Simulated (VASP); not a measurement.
Input of a VASP 6.6.1 run:

The input INCAR:

```
SYSTEM = MgO
  PREC = Accurate
  ENCUT = 520
  EDIFF = 1E-6
  ISMEAR = -1
  SIGMA = 0.1
  LREAL = .False.
  LASPH = .True.
  NELM = 100
  ALGO = Normal
  ISIF = 2
  LWAVE = .False.
  LCHARG = .False.
  GGA = PS
  NBANDS = 16
```

KPOINTS

```
Automatic mesh
0
Gamma
  12 12 4
  0 0 0
```

The input POSCAR:

```
MgO
1.0
    3.3937417240      0.0000000000      0.0000000000
   -1.6968703490      2.9390669857      0.0000000000
    0.0000000000      0.0000000000      5.1123650191
Mg O
2 2
Direct
    0.3333333333      0.6666666667      0.0021600000
    0.6666666667      0.3333333333      0.5021600000
    0.3333333333      0.6666666667      0.4024400000
    0.6666666667      0.3333333333      0.9024400000
```

Potentials or basis: VASP PAW PBE potentials, release 64 (Mg, O).

Command:

```bash
$ cat potpaw_PBE.64/Mg/POTCAR potpaw_PBE.64/O/POTCAR > POTCAR
$ mpirun -np 1 vasp_std > vasp.out
```

(1) What does it give for the largest force?

(2) What does it give for the pressure?

(3) Predict the band gap on the k mesh.

Answers

(1) 0.076 eV/Å.

(2) -8.1 GPa.

(3) 2.94 eV, direct.

Caveat: the PAW data sets were made with another functional, which shifts forces and pressure a little.
